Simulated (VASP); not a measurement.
A run of VASP 6.6.1 is set up as follows.

INCAR

```
ALGO = Normal ; EDIFF = 1E-6
ENCUT = 520 ; GGA = PE
ISIF = 2 ; ISMEAR = -1
LASPH = True ; LCHARG = False
LREAL = False ; LWAVE = False
NBANDS = 16 ; NELM = 60
PREC = Accurate ; SIGMA = 0.02
```

KPOINTS

```
k-points
0
Gamma
  8 8 8
```

The input POSCAR:

```
InP
1.0
    0.0000000000      2.8728788579      2.8728788579
    2.8728788579      0.0000000000      2.8728788579
    2.8728788579      2.8728788579      0.0000000000
In P
1 1
Direct
    0.0000000000      0.0000000000      0.0000000000
    0.2500000000      0.2500000000      0.2500000000
```

Potentials or basis: VASP PAW PBE potentials, release 64 (In_d, P).

The run is started by

```console
$ cat potpaw_PBE.64/In_d/POTCAR potpaw_PBE.64/P/POTCAR > POTCAR
$ mpirun -np 1 vasp_std > vasp.out
```

(1) What does it give for the band gap on the k mesh?

(2) What does it give for the pressure?

Answers

(1) 1.03 eV, direct.

(2) 8.3 GPa.

Caveat: the cell differs from its parent crystal (strain -2.7%); spin-orbit coupling is left out, which moves the levels of the heavy elements.
